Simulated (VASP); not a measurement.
# Rh in VASP: single point with PBE

Aim: the single point of Rh with PBE.

All numbers are computed with VASP 6.6.1; they aren't measurements. Logs are shortened: lines on timing, memory, paths and dates and some standing lists are left out, and cuts for length are marked.

## Step 1: The cell of the first run

The cell holds a slab with vacuum, 12 atoms: a = 5.416 Å, b = 5.416 Å, c = 25.113 Å, α = 90.00°, β = 90.00°, γ = 120.00°.

## Step 2: Single point, PBE

File INCAR:

```
SYSTEM = Rh
  ALGO = Normal
  DIPOL = 0.5 0.5 0.404
  EDIFF = 1E-7
  ENCUT = 520
  GGA = PE
  IDIPOL = 3
  ISIF = 2
  ISMEAR = 0
  LASPH = .True.
  LCHARG = .False.
  LDIPOL = .True.
  LREAL = .False.
  LWAVE = .False.
  NBANDS = 102
  NELM = 60
  PREC = Accurate
  SIGMA = 0.1
```

File KPOINTS:

```
k-points
0
Gamma
  4 4 1
  0 0 0
```

File POSCAR:

```
Rh
1.0
    5.4163401137      0.0000000000      0.0000000000
   -2.7081700568      4.6906881340      0.0000000000
    0.0000000000      0.0000000000     25.1126231839
Rh
12
Direct
    0.3333333333      0.1666666667      0.3185648883
    0.3333333333      0.6666666667      0.3185648883
    0.8333333333      0.1666666667      0.3185648883
    0.8333333333      0.6666666667      0.3185648883
    0.6661154350      0.3338266118      0.4045372918
    0.6661635104      0.8323057100      0.4045537108
    0.1669493134      0.3333570209      0.4045972104
    0.1665688735      0.8334506600      0.4039656175
    0.0005857955      0.5012833876      0.4894436238
    0.0002253340     -0.0003746777      0.4895533537
    0.5021216433      0.5015322649      0.4923959482
    0.4991020070     -0.0006183194      0.4893642144
```

Potentials or basis: VASP PAW PBE potentials, release 64 (Rh_pv).

Launch:

```bash
$ cat potpaw_PBE.64/Rh_pv/POTCAR > POTCAR
$ mpirun -np 1 vasp_std > vasp.out
```

OUTCAR:

```text
SYSTEM = Rh
   EDIFF = 1E-7
   ENCUT = 520
   GGA = PE
   ISIF = 2
   ISMEAR = 0
   LASPH = .True.
   LREAL = .False.
   NELM = 60
   PREC = Accurate

 ion  position               nearest neighbor table
   1  0.333  0.167  0.319-   8 2.65   5 2.66   7 2.67   2 2.71   2 2.71   3 2.71   3 2.71   4 2.71
                             4 2.71
   2  0.333  0.667  0.319-   8 2.65   6 2.66   7 2.67   1 2.71   1 2.71   4 2.71   4 2.71   3 2.71
                             3 2.71
   3  0.833  0.167  0.319-   7 2.67   5 2.67   6 2.67   4 2.71   4 2.71   1 2.71   1 2.71   2 2.71
                             2 2.71
   4  0.833  0.667  0.319-   8 2.65   5 2.66   6 2.66   3 2.71   3 2.71   2 2.71   2 2.71   1 2.71
                             1 2.71
   5  0.666  0.334  0.405-  12 2.65   9 2.65   1 2.66   4 2.66   3 2.67   6 2.70  11 2.70   7 2.70
                             8 2.71   8 2.71   7 2.71   6 2.72
   6  0.666  0.832  0.405-  12 2.64  10 2.65   4 2.66   2 2.66   3 2.67  11 2.70   5 2.70   7 2.70
                             8 2.71   8 2.71   7 2.71   5 2.72
   7  0.167  0.333  0.405-   9 2.65  10 2.65   1 2.67   2 2.67   3 2.67   5 2.70   6 2.70   8 2.71
                            11 2.71   8 2.71   6 2.71   5 2.71
   8  0.167  0.833  0.404-  12 2.65   9 2.65   1 2.65   4 2.65   2 2.65  10 2.66   7 2.71   6 2.71
                             5 2.71   5 2.71   6 2.71   7 2.71
   9  0.001  0.501  0.489-   7 2.65   5 2.65   8 2.65  12 2.70  10 2.70  11 2.70  10 2.72  11 2.72
                            12 2.72
  10  0.000  1.000  0.490-   7 2.65   6 2.65   8 2.66  11 2.70   9 2.70  12 2.70  12 2.71   9 2.72
                            11 2.72
  11  0.502  0.502  0.492-   6 2.70  10 2.70   5 2.70   9 2.70  12 2.71   7 2.71  12 2.71   9 2.72
                            10 2.72
  12  0.499  0.999  0.489-   6 2.64   5 2.65   8 2.65   9 2.70  10 2.70  11 2.71  11 2.71  10 2.71
                             9 2.72

  LATTYP: Found a hexagonal cell.
 ALAT       =     5.4163401137
 C/A-ratio  =     4.6364561044

  Lattice vectors:

 A1 = (   5.4163401137,   0.0000000000,   0.0000000000)
 A2 = (  -2.7081700568,   4.6906881340,   0.0000000000)
 A3 = (   0.0000000000,   0.0000000000,  25.1126231839)

Analysis of symmetry for initial positions (statically):
=====================================================================
 Subroutine PRICEL returns:
 Original cell was already a primitive cell.

 Routine SETGRP: Setting up the symmetry group for a
 hexagonal supercell.

 Subroutine GETGRP returns: Found  1 space group operations
 (whereof  1 operations were pure point group operations)
 out of a pool of 24 trial point group operations.

The static configuration has the point symmetry C_1 .

[... 139 lines left out ...]
  Fermi-wavevector in a.u.,A,eV,Ry     =   1.073711  2.029020 15.685554  1.152856
  Thomas-Fermi vector in A             =   2.209518
   LORBIT       =      0    0 simple, 1 ext, 2 COOP (PROOUT), +10 PAW based schemes
   GGA     = PE    functional components
   LHFCALC =     F    Hartree Fock is set to
   AEXX    =    0.0000 exact exchange contribution
   IVDW    =     0    specifies the selected vdW correction
   LEPSILON=     F    determine dielectric tensor
   LRPA    =     F    only Hartree local field effects (RPA)
 non-spin polarized calculation
 Gauss-broadening in eV      SIGMA  =   0.10
  energy-cutoff  :      520.00
  volume of cell :      638.02
 maximum number of plane-waves:     17212
   NGX = 21   NGY = 21   NGZ = 93

 dipolmoment           0.000000      0.000000      0.000003 electrons x Angstroem

 number of electron     180.0000010 magnetization

 dipolmoment           0.000000      0.000000     -0.000014 electrons x Angstroem

 Free energy of the ion-electron system (eV)
  ---------------------------------------------------
  ext. energy  EPLUGINS =         0.00000000
  ---------------------------------------------------
  free energy    TOTEN  =       -80.69943784 eV

  energy without entropy =      -80.56090494  energy(sigma->0) =      -80.63017139

 E-fermi :  -0.6686     XC(G=0):  -4.3951

 val. band max:       -0.6791632756   @ k =  -0.2500   0.2500   0.0000
 cond. band min:      -0.6486321998   @ k =  -0.2500   0.5000   0.0000
 fundamental gap:      0.0305310758
 Fermi energy:        -0.6686177558

 k-point     1 :       0.0000    0.0000    0.0000
  band No.  band energies     occupation
      1     -47.7149      2.00000
      2     -47.7132      2.00000
      3     -47.6938      2.00000
      4     -47.6700      2.00000
      5     -47.6053      2.00000
      6     -47.5833      2.00000
[... 1039 lines left out ...]
    101       0.5884      0.00000
    102       0.6090      0.00000

------------------------ aborting loop because EDIFF is reached ----------------------------------------

 vacuum level on the upper side and lower side of the slab       (xc-potential included)        -0.059        -0.060

  FORCE on cell =-STRESS in cart. coord.  units (eV):
  Direction    XX          YY          ZZ          XY          YZ          ZX
  --------------------------------------------------------------------------------------
  -------------------------------------------------------------------------------------
  Total       -7.4010700     -7.3779140     -0.2596198     -0.0027185     -0.0344416     -0.0244870
  in kB      -18.5853406    -18.5271921     -0.6519492     -0.0068265     -0.0864888     -0.0614910
  external PRESSURE =     -12.5881606 kB  Pullay stress =       0.0000000 kB

 VOLUME and BASIS-vectors are now :
 -----------------------------------------------------------------------------
  energy-cutoff  :      520.00
  volume of cell :      638.02
      direct lattice vectors                 reciprocal lattice vectors
     5.416340114  0.000000000  0.000000000     0.184626515  0.106594168  0.000000000
    -2.708170057  4.690688134  0.000000000     0.000000000  0.213188336  0.000000000
     0.000000000  0.000000000 25.112623184     0.000000000  0.000000000  0.039820611

 POSITION                                       TOTAL-FORCE (eV/Angst)
 -----------------------------------------------------------------------------------
      1.35409      0.78178      8.00000        -0.004117      0.036788      0.010279
     -0.00000      3.12713      8.00000         0.030278     -0.021704      0.012506
      4.06226      0.78178      8.00000        -0.001301     -0.002278      0.052976
      2.70817      3.12713      8.00000        -0.034542     -0.018780      0.000971
      2.70385      1.56588     10.15899        -0.008461      0.003258     -0.015599
      1.35414      3.90409     10.15940        -0.007319     -0.007900     -0.020183
      0.00147      1.56367     10.16050         0.036817      0.034509     -0.006904
     -1.35493      3.90946     10.14464         0.007747     -0.003940     -0.044830
     -1.35439      2.35136     12.29121         0.019164     -0.030190      0.151101
     -2.70593      4.68893     12.29397         0.005923      0.035510      0.128553
      1.36143      2.35253     12.36535        -0.056150     -0.056258     -0.433214
     -0.00319      4.68779     12.28922         0.011961      0.030986      0.164343
 -----------------------------------------------------------------------------------
    total drift:                                0.000233      0.000403      0.004808

  FREE ENERGIE OF THE ION-ELECTRON SYSTEM (eV)
  ---------------------------------------------------
  free  energy   TOTEN  =       -80.6994378438 eV

  energy  without entropy=      -80.5609049392  energy(sigma->0) =      -80.63017139

 vacuum level on the upper side and lower side of the slab         4.376         4.376
```

stdout:

```text
POSCAR found type information on POSCAR Rh
 POSCAR found :  1 types and      12 ions
 scaLAPACK will be used
 LDA part: xc-table for (Slater+PW92), standard interpolation
 POSCAR, INCAR and KPOINTS ok, starting setup
 FFT: planning ... GRIDC
 FFT: planning ... GRID_SOFT
 FFT: planning ... GRID
 WAVECAR not read
 entering main loop
```

Run time: 38 min. Hardware: 1 thread of Intel Xeon Platinum 8259CL at 2.50GHz (Skylake/Cascade Lake), shared host; peak memory 0.87 GiB.

Results:

```yaml
Free_energy: -80.6994 eV
Largest_force: 0.440 eV/Å
Band_gap_on_the_k_mesh: zero (band 90 reaches -0.28 eV, above the bottom of band 91 at -1.03 eV)
```

Forces on the atoms (eV/Å):
```
Rh  -0.004  0.037  0.010
Rh   0.030 -0.022  0.013
Rh  -0.001 -0.002  0.053
Rh  -0.035 -0.019  0.001
Rh  -0.008  0.003 -0.016
Rh  -0.007 -0.008 -0.020
Rh   0.037  0.035 -0.007
Rh   0.008 -0.004 -0.045
Rh   0.019 -0.030  0.151
Rh   0.006  0.036  0.129
Rh  -0.056 -0.056 -0.433
Rh   0.012  0.031  0.164
```

Levels at points of the mesh, in eV from the Fermi level:
```
           k point  band 87  band 88  band 89  band 90  band 91  band 92  band 93  band 94
(0.00, 0.00, 0.00)     0.25     0.27     0.39     0.39     0.56     0.56     0.57     0.87
(0.50, 0.00, 0.00)    -0.85    -0.81    -0.41    -0.39    -0.36    -0.34    -0.05    -0.02
(0.00, 0.50, 0.00)    -0.85    -0.81    -0.42    -0.39    -0.35    -0.34    -0.04    -0.03
(0.50, 0.50, 0.00)    -0.85    -0.81    -0.42    -0.39    -0.36    -0.34    -0.05    -0.02
```
